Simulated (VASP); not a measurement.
Crystal: Os.

```
Os
1.0
     2.75221    0.00000    0.00000
    -1.37610    2.38348    0.00000
     0.00000    0.00000    4.34831
Os
2
Direct
  0.66667 0.33333 0.75000
  0.33333 0.66667 0.25000
```

Base run:

| Quantity | Value |
| --- | --- |
| Program | VASP 6.6.1 |
| Functional | r2SCAN |
| Dispersion | D3(BJ) |
| Potentials or basis | VASP PAW PBE potentials, release 64 (Os) |
| Cutoff | 520 eV |
| k mesh | 11 × 11 × 6 |
| Occupations | fermi-dirac, width 0.05 eV |
| Spin | no spin polarisation |

Its results: band gap on the k mesh zero (band 8 reaches 11.07 eV, above the bottom of band 9 at 7.14 eV); pressure -9.7 GPa.

Problem. The run is repeated on the same cell with these changes: dispersion from D3(BJ) to rVV10. What comes out?

Solution. Band gap on the k mesh zero (band 8 reaches 11.07 eV, above the bottom of band 9 at 7.14 eV); pressure -7.9 GPa.

Caveats: the PAW data sets were made with another functional, which shifts forces and pressure a little; spin-orbit coupling is left out, which moves the levels of the heavy elements; pairwise dispersion overbinds metals, which lowers pressure and volume (some runs).
